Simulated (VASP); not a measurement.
# Co (P6_3/mmc) in VASP: further runs

The runs below take Co through single point, with PBEsol.

All numbers are computed with VASP 6.6.1; they aren't measurements. Logs are shortened: lines on timing, memory, paths and dates and some standing lists are left out, and cuts for length are marked.

## 1. The cell of the first run

It takes space group P6_3/mmc (No. 194, hexagonal). The conventional cell has a = 2.355 Å, b = 2.355 Å, c = 3.801 Å, α = 90.00°, β = 90.00°, γ = 120.00°. Within 3.1 Å of Co (site symmetry -6m2) lie 12 Co at 2.34 to 2.35 Å.

## 2. Single point, PBEsol, collinear spin, ferromagnetic start (9.13 Å³/atom)

File INCAR:

```
ALGO = Normal
EDIFF = 1E-7
ENCUT = 520
GGA = PS
ISIF = 2
ISMEAR = 0
ISPIN = 2
LASPH = T
LCHARG = F
LMAXMIX = 4
LORBIT = 11
LREAL = F
LWAVE = F
MAGMOM = 1.8 1.8
NBANDS = 20
NELM = 150
PREC = Accurate
SIGMA = 0.1
```

File KPOINTS:

```
k-points
0
Gamma
  18 18 10
```

File POSCAR:

```
Co
1.0
    2.3549253947      0.0000000000      0.0000000000
   -1.1774626973      2.0394252158      0.0000000000
    0.0000000000      0.0000000000      3.8007199287
Co
2
Direct
    0.6666666667      0.3333333333      0.2500000000
    0.3333333333      0.6666666667      0.7500000000
```

Potentials or basis: VASP PAW PBE potentials, release 64 (Co).

On the command line:

```sh
$ cat potpaw_PBE.64/Co/POTCAR > POTCAR
$ mpirun -np 1 vasp_std > vasp.out
```

OUTCAR:

```text
EDIFF = 1E-7
   ENCUT = 520
   GGA = PS
   ISIF = 2
   ISMEAR = 0
   ISPIN = 2
   LASPH = T
   LORBIT = 11
   LREAL = F
   NELM = 150
   PREC = Accurate

 ion  position               nearest neighbor table
   1  0.667  0.333  0.250-   2 2.34   2 2.34   2 2.34   2 2.34   2 2.34   2 2.34
   2  0.333  0.667  0.750-   1 2.34   1 2.34   1 2.34   1 2.34   1 2.34   1 2.34

  LATTYP: Found a hexagonal cell.
 ALAT       =     2.3549253947
 C/A-ratio  =     1.6139449416

  Lattice vectors:

 A1 = (   2.3549253947,   0.0000000000,   0.0000000000)
 A2 = (  -1.1774626973,   2.0394252158,   0.0000000000)
 A3 = (   0.0000000000,   0.0000000000,   3.8007199287)

Analysis of symmetry for initial positions (statically):
=====================================================================
 Subroutine PRICEL returns:
 Original cell was already a primitive cell.

 Routine SETGRP: Setting up the symmetry group for a
 hexagonal supercell.

 Subroutine GETGRP returns: Found 24 space group operations
 (whereof 12 operations were pure point group operations)
 out of a pool of 24 trial point group operations.

The static configuration has the point symmetry D_3d.
 The point group associated with its full space group is D_6h.

Analysis of symmetry for dynamics (positions and initial velocities):
=====================================================================
 Subroutine PRICEL returns:
 Original cell was already a primitive cell.

 Routine SETGRP: Setting up the symmetry group for a
 hexagonal supercell.

 Subroutine GETGRP returns: Found 24 space group operations
 (whereof 12 operations were pure point group operations)
 out of a pool of 24 trial point group operations.

The dynamic configuration has the point symmetry D_3d.
 The point group associated with its full space group is D_6h.

Analysis of structural, dynamic, and magnetic symmetry:
=====================================================================
 Subroutine PRICEL returns:
 Original cell was already a primitive cell.

 Routine SETGRP: Setting up the symmetry group for a
 hexagonal supercell.

 Subroutine GETGRP returns: Found 24 space group operations
 (whereof 12 operations were pure point group operations)
 out of a pool of 24 trial point group operations.

The overall configuration has the point symmetry D_3d.
 The point group associated with its full space group is D_6h.

 Subroutine INISYM returns: Found 24 space group operations
 (whereof 12 operations are pure point group operations),
 and found     1 'primitive' translations

----------------------------------------------------------------------------------------

                                     Primitive cell

  volume of cell :      18.2537

  direct lattice vectors                    reciprocal lattice vectors
     2.354925395  0.000000000  0.000000000     0.424641903  0.245167117  0.000000000
    -1.177462697  2.039425216  0.000000000     0.000000000  0.490334234  0.000000000
     0.000000000  0.000000000  3.800719929     0.000000000  0.000000000  0.263108048

  length of vectors
     2.354925395  2.354925395  3.800719929     0.490334234  0.490334234  0.263108048

  position of ions in fractional coordinates (direct lattice)
     0.666666667  0.333333333  0.250000000
     0.333333333  0.666666667  0.750000000

  ion indices of the primitive-cell ions
   primitive index   ion index
                 1           1
                 2           2

----------------------------------------------------------------------------------------

 KPOINTS: k-points

Automatic generation of k-mesh.
 Grid dimensions read from file:
 generate k-points for:   18   18   10

 Generating k-lattice:

  Cartesian coordinates                     Fractional coordinates (reciprocal lattice)
     0.023591217  0.013620395  0.000000000     0.055555556  0.000000000  0.000000000
     0.000000000  0.027240791  0.000000000     0.000000000  0.055555556  0.000000000
     0.000000000  0.000000000  0.026310805     0.000000000  0.000000000  0.100000000

  Length of vectors
     0.027240791  0.027240791  0.026310805

  Shift w.r.t. Gamma in fractional coordinates (k-lattice)
     0.000000000  0.000000000  0.000000000

 Subroutine IBZKPT returns following result:
 ===========================================

 Found    222 irreducible k-points:

 Following reciprocal coordinates:
            Coordinates               Weight
  0.000000  0.000000  0.000000      1.000000
  0.055556 -0.000000  0.000000      6.000000
  0.111111 -0.000000  0.000000      6.000000
  0.166667 -0.000000  0.000000      6.000000
  0.222222 -0.000000  0.000000      6.000000
  0.277778  0.000000  0.000000      6.000000
[... 16 lines left out ...]
  0.333333  0.111111  0.000000     12.000000
  0.388889  0.111111  0.000000     12.000000
 [... further k-points ...]
   k-points           NKPTS =    222   k-points in BZ     NKDIM =    222   number of bands    NBANDS=     20
   number of dos      NEDOS =    301   number of ions     NIONS =      2
   total plane-waves  NPLWV =   9072
   dimension x,y,z NGX =    18 NGY =   18 NGZ =   28
   dimension x,y,z NGXF=    36 NGYF=   36 NGZF=   56
   ions per type =               2
   NGX,Y,Z   is equivalent  to a cutoff of  12.71, 12.71, 12.25 a.u.
   NGXF,Y,Z  is equivalent  to a cutoff of  25.41, 25.41, 24.49 a.u.
 SYSTEM =  unknown system
   PREC   = accura    normal or accurate (medium, high low for compatibility)
   ISTART =      0    job   : 0-new  1-cont  2-samecut
   ICHARG =      2    charge: 1-file 2-atom 10-const
   ISPIN  =      2    spin polarized calculation?
   LNONCOLLINEAR =      F non collinear calculations
   LSORBIT =      F    spin-orbit coupling
   LASPH  =      T    aspherical Exc in radial PAW
   ENCUT  =  520.0 eV  38.22 Ry    6.18 a.u.   4.38  4.38  7.07*2*pi/ulx,y,z
   NELM   =    150;   NELMIN=  2; NELMDL= -5     # of ELM steps
   EDIFF  = 0.1E-06   stopping-criterion for ELM
   LREAL  =      F    real-space projection
   EDIFFG = 0.1E-05   stopping-criterion for IOM
   NSW    =      0    number of steps for IOM
   IBRION =     -1    ionic relax: 0-MD 1-quasi-New 2-CG
   NFREE  =      0    steps in history (QN), initial steepest desc. (CG)
   ISIF   =      2    stress and relaxation
   ISYM   =      2    0-nonsym 1-usesym 2-fastsym
   POTIM  = 0.5000    time-step for ionic-motion
   TEBEG  =    0.0;   TEEND  =   0.0 temperature during run
   PSTRESS=    0.0 pullay stress
   NELECT =      18.0000    total number of electrons
   NUPDOWN=      -1.0000    fix difference up-down
   EMIN   =  10.00;   EMAX   =-10.00  energy-range for DOS
   EFERMI =   0.00;   METHOD = LEGACY
   ISMEAR =     0;   SIGMA  =   0.10  broadening in eV -4-tet -1-fermi 0-gaus
   EFERMI_NEDOS =   21; number of points for ismear=-14 and -15
   IALGO  =     38    algorithm
   IMIX   =      4    mixing-type and parameters
     AMIX     =   0.40;   BMIX     =  1.00
     AMIX_MAG =   1.60;   BMIX_MAG =  1.00
  volume/ion in A,a.u.               =       9.13        61.59
  Fermi-wavevector in a.u.,A,eV,Ry     =   1.629479  3.079269 36.126208  2.655201
  Thomas-Fermi vector in A             =   2.721938
   LORBIT       =     11    0 simple, 1 ext, 2 COOP (PROOUT), +10 PAW based schemes
   GGA     = PS    functional components
   LHFCALC =     F    Hartree Fock is set to
   AEXX    =    0.0000 exact exchange contribution
   IVDW    =     0    specifies the selected vdW correction
   LEPSILON=     F    determine dielectric tensor
   LRPA    =     F    only Hartree local field effects (RPA)
 spin polarized calculation
 Gauss-broadening in eV      SIGMA  =   0.10
  energy-cutoff  :      520.00
  volume of cell :       18.25
 maximum number of plane-waves:       525
 NGX is ok and might be reduce to    18
   NGX =  9   NGY =  9   NGZ = 15

 number of electron      18.0000010 magnetization       2.9247163

 Free energy of the ion-electron system (eV)
  ---------------------------------------------------
  ext. energy  EPLUGINS =         0.00000000
  ---------------------------------------------------
  free energy    TOTEN  =       -15.20429433 eV

  energy without entropy =      -15.19492996  energy(sigma->0) =      -15.19961214

 E-fermi :  12.7185     XC(G=0): -14.6345

 val. band max:       12.7163848820   @ k =   0.2222   0.1111   0.2000
 cond. band min:      12.7238624464   @ k =   0.3333   0.2222   0.4000
 fundamental gap:      0.0074775644
 Fermi energy:        12.7185058573

 spin component 1

 k-point     1 :       0.0000    0.0000    0.0000
  band No.  band energies     occupation
      1       2.7182      1.00000
      2       6.7014      1.00000
      3       9.8953      1.00000
      4       9.9083      1.00000
      5       9.9083      1.00000
      6      10.3331      1.00000
[... 12 lines left out ...]
     19      41.7145      0.00000
     20      41.7145      0.00000
[... 507 lines left out ...]
 k-point    24 :       0.3889    0.1111    0.0000
  band No.  band energies     occupation
      1       7.2736      1.00000
      2       7.4617      1.00000
      3       7.5435      1.00000
      4       9.4103      1.00000
      5       9.6196      1.00000
      6      10.0037      1.00000
[... 12 lines left out ...]
     19      38.2860      0.00000
     20      40.9556      0.00000

 [... further k-points ...]

 spin component 2

 k-point     1 :       0.0000    0.0000    0.0000
  band No.  band energies     occupation
      1       2.8126      1.00000
      2       7.5834      1.00000
      3      11.3736      1.00000
      4      11.3747      1.00000
      5      11.3747      1.00000
      6      11.8539      1.00000
[... 12 lines left out ...]
     19      42.0834      0.00000
     20      42.0834      0.00000
[... 507 lines left out ...]
 k-point    24 :       0.3889    0.1111    0.0000
  band No.  band energies     occupation
      1       8.0813      1.00000
      2       8.4932      1.00000
      3       8.6289      1.00000
      4      10.1695      1.00000
      5      11.0420      1.00000
      6      11.3479      1.00000
[... 12 lines left out ...]
     19      38.6428      0.00000
     20      41.4106      0.00000

 [... further k-points ...]
[... 5 lines left out ...]
  --------------------------------------------------------------------------------------
  -------------------------------------------------------------------------------------
  Total        4.6357484      4.6357484      4.6219639      0.0000000     -0.0000000      0.0000000
  in kB      406.8924527    406.8924527    405.6825502      0.0000000     -0.0000000      0.0000000
  external PRESSURE =     406.4891519 kB  Pullay stress =       0.0000000 kB

 VOLUME and BASIS-vectors are now :
 -----------------------------------------------------------------------------
  energy-cutoff  :      520.00
  volume of cell :       18.25
      direct lattice vectors                 reciprocal lattice vectors
     2.354925395  0.000000000  0.000000000     0.424641903  0.245167117  0.000000000
    -1.177462697  2.039425216  0.000000000     0.000000000  0.490334234  0.000000000
     0.000000000  0.000000000  3.800719929     0.000000000  0.000000000  0.263108048

 POSITION                                       TOTAL-FORCE (eV/Angst)
 -----------------------------------------------------------------------------------
      1.17746      0.67981      0.95018        -0.000000     -0.000000      0.000000
     -0.00000      1.35962      2.85054         0.000000      0.000000      0.000000
 -----------------------------------------------------------------------------------
    total drift:                                0.000000      0.000000     -0.000000

  FREE ENERGIE OF THE ION-ELECTRON SYSTEM (eV)
  ---------------------------------------------------
  free  energy   TOTEN  =       -15.2042943297 eV

  energy  without entropy=      -15.1949299576  energy(sigma->0) =      -15.19961214

 total charge

# of ion       s       p       d       tot
------------------------------------------
    1        0.570   0.696   7.406   8.672
    2        0.570   0.696   7.406   8.672
--------------------------------------------------
tot          1.140   1.393  14.811  17.344

 magnetization (x)

# of ion       s       p       d       tot
------------------------------------------
    1       -0.016  -0.052   1.514   1.447
    2       -0.016  -0.052   1.514   1.447
--------------------------------------------------
tot         -0.032  -0.103   3.028   2.893
```

It took 81 s on 1 thread of Intel Xeon 6975P-C, shared host; peak memory 0.23 GiB.

Results:

| Item | Value |
| --- | --- |
| Free energy | -15.2043 eV |
| Pressure | 40.6 GPa |
| Net moment | 2.92 μB per cell |
| Site moments | Co +1.45 μB |
| Valence electrons inside the program's atomic spheres | Co 8.67 |

Caveat: the cell stands under pressure; the PAW data sets were made with another functional, which shifts forces and pressure a little.

## 3. Single point, PBEsol, collinear spin, ferromagnetic start (9.44 Å³/atom)

This run uses another cell than the first one, of 9.44 Å³/atom.

File INCAR:

```
PREC = Accurate ; ENCUT = 520
EDIFF = 1E-7 ; ISMEAR = 0
SIGMA = 0.1 ; LREAL = F
LASPH = T ; NELM = 150
ALGO = Normal ; ISIF = 2
LWAVE = F ; LCHARG = F
ISPIN = 2 ; MAGMOM = 1.8 1.8
LORBIT = 11 ; LMAXMIX = 4
GGA = PS ; NBANDS = 20
```

File KPOINTS:

```
regular mesh
0
Gamma
  18 18 10
```

File POSCAR:

```
Co
1.0
    2.3809281362      0.0000000000      0.0000000000
   -1.1904640681      2.0619442505      0.0000000000
    0.0000000000      0.0000000000      3.8449112505
Co
2
Direct
    0.6666666667      0.3333333333      0.2500000000
    0.3333333333      0.6666666667      0.7500000000
```

Potentials or basis: VASP PAW PBE potentials, release 64 (Co).

On the command line:

```sh
$ cat potpaw_PBE.64/Co/POTCAR > POTCAR
$ mpirun -np 1 vasp_std > vasp.out
```

OUTCAR:

```text
PREC = Accurate
   ENCUT = 520
   EDIFF = 1E-7
   ISMEAR = 0
   LREAL = F
   LASPH = T
   NELM = 150
   ISIF = 2
   ISPIN = 2
   LORBIT = 11
   GGA = PS

 ion  position               nearest neighbor table
   1  0.667  0.333  0.250-   2 2.36   2 2.36   2 2.36   2 2.36   2 2.36   2 2.36
   2  0.333  0.667  0.750-   1 2.36   1 2.36   1 2.36   1 2.36   1 2.36   1 2.36

  LATTYP: Found a hexagonal cell.
 ALAT       =     2.3809281362
 C/A-ratio  =     1.6148791692

  Lattice vectors:

 A1 = (   2.3809281362,   0.0000000000,   0.0000000000)
 A2 = (  -1.1904640681,   2.0619442505,   0.0000000000)
 A3 = (   0.0000000000,   0.0000000000,   3.8449112505)

Analysis of symmetry for initial positions (statically):
=====================================================================
 Subroutine PRICEL returns:
 Original cell was already a primitive cell.

 Routine SETGRP: Setting up the symmetry group for a
 hexagonal supercell.

 Subroutine GETGRP returns: Found 24 space group operations
[... 743 lines left out ...]

 [... further k-points ...]

 spin component 2

 k-point     1 :       0.0000    0.0000    0.0000
  band No.  band energies     occupation
      1       2.4584      1.00000
      2       7.2357      1.00000
      3      10.9074      1.00000
      4      10.9152      1.00000
      5      10.9152      1.00000
      6      11.3699      1.00000
[... 541 lines left out ...]
     19      37.4676      0.00000
     20      40.1543      0.00000

 [... further k-points ...]
[... 5 lines left out ...]
  --------------------------------------------------------------------------------------
  -------------------------------------------------------------------------------------
  Total        3.2661438      3.2661438      3.2397134      0.0000000     -0.0000000      0.0000000
  in kB      277.2275316    277.2275315    274.9841455      0.0000000     -0.0000000      0.0000000
  external PRESSURE =     276.4797362 kB  Pullay stress =       0.0000000 kB

 VOLUME and BASIS-vectors are now :
 -----------------------------------------------------------------------------
  energy-cutoff  :      520.00
  volume of cell :       18.88
      direct lattice vectors                 reciprocal lattice vectors
     2.380928136  0.000000000  0.000000000     0.420004277  0.242489582  0.000000000
    -1.190464068  2.061944250  0.000000000     0.000000000  0.484979165  0.000000000
     0.000000000  0.000000000  3.844911251     0.000000000  0.000000000  0.260084027

 POSITION                                       TOTAL-FORCE (eV/Angst)
 -----------------------------------------------------------------------------------
      1.19046      0.68731      0.96123        -0.000000      0.000000      0.000000
     -0.00000      1.37463      2.88368         0.000000     -0.000000      0.000000
 -----------------------------------------------------------------------------------
    total drift:                                0.000000     -0.000000     -0.000000

  FREE ENERGIE OF THE ION-ELECTRON SYSTEM (eV)
  ---------------------------------------------------
  free  energy   TOTEN  =       -15.3363096941 eV

  energy  without entropy=      -15.3274055574  energy(sigma->0) =      -15.33185763

 total charge

# of ion       s       p       d       tot
------------------------------------------
    1        0.553   0.660   7.371   8.584
    2        0.553   0.660   7.371   8.584
--------------------------------------------------
tot          1.106   1.320  14.742  17.167

 magnetization (x)

# of ion       s       p       d       tot
------------------------------------------
    1       -0.016  -0.052   1.562   1.494
    2       -0.016  -0.052   1.562   1.494
--------------------------------------------------
tot         -0.032  -0.104   3.124   2.989
```

stdout:

```text
POSCAR found type information on POSCAR Co
 POSCAR found :  1 types and       2 ions
 scaLAPACK will be used
 -----------------------------------------------------------------------------
|                                                                             |
|                                                                             |
|     You enforced a specific xc type in the INCAR file but a different       |
|     I HOPE YOU KNOW WHAT YOU ARE DOING!                                     |
|                                                                             |
 -----------------------------------------------------------------------------

 LDA part: xc-table for (Slater+PW92), standard interpolation
 POSCAR, INCAR and KPOINTS ok, starting setup
 FFT: planning ... GRIDC
 FFT: planning ... GRID_SOFT
 FFT: planning ... GRID
 WAVECAR not read
 entering main loop
```

It took 1.9 min on 1 thread of Intel Xeon 6975P-C, shared host; peak memory 0.23 GiB.

What came out:

- Free energy: -15.3363 eV
- Pressure: 27.6 GPa
- Net moment: 3.01 μB per cell
- Site moments: Co +1.49 μB
- Valence electrons inside the program's atomic spheres: Co 8.58

Levels at points of the mesh, in eV from the Fermi level:
Spin up:
```tsv
k point	band 8	band 9	band 10	band 11	band 12	band 13
(0.00, 0.00, 0.00)	-1.92	-1.92	-0.54	-0.54	-0.16	7.73
(0.50, 0.00, 0.00)	-0.38	-0.25	-0.19	1.77	4.10	10.87
(0.00, 0.00, 0.50)	-2.84	-0.92	-0.92	-0.92	-0.92	16.72
(0.50, 0.00, 0.50)	-0.91	-0.27	-0.27	1.86	1.86	8.63
```
Spin down:
```
           k point  band 4  band 5  band 6  band 7  band 8  band 9  band 10  band 11
(0.00, 0.00, 0.00)   -1.25   -1.25   -0.79   -0.79   -0.29   -0.29    -0.10     1.20
(0.50, 0.00, 0.00)   -2.11   -1.45   -1.30   -0.79    1.37    1.53     1.57     3.00
(0.00, 0.00, 0.50)   -1.90   -1.33   -1.33   -1.33   -1.33    0.80     0.80     0.80
(0.50, 0.00, 0.50)   -2.93   -0.16   -0.16    0.28    0.28    1.49     1.49     2.58
```

Caveat: the cell stands under pressure; the PAW data sets were made with another functional, which shifts forces and pressure a little.

(Part 1 of 3 ends here.)
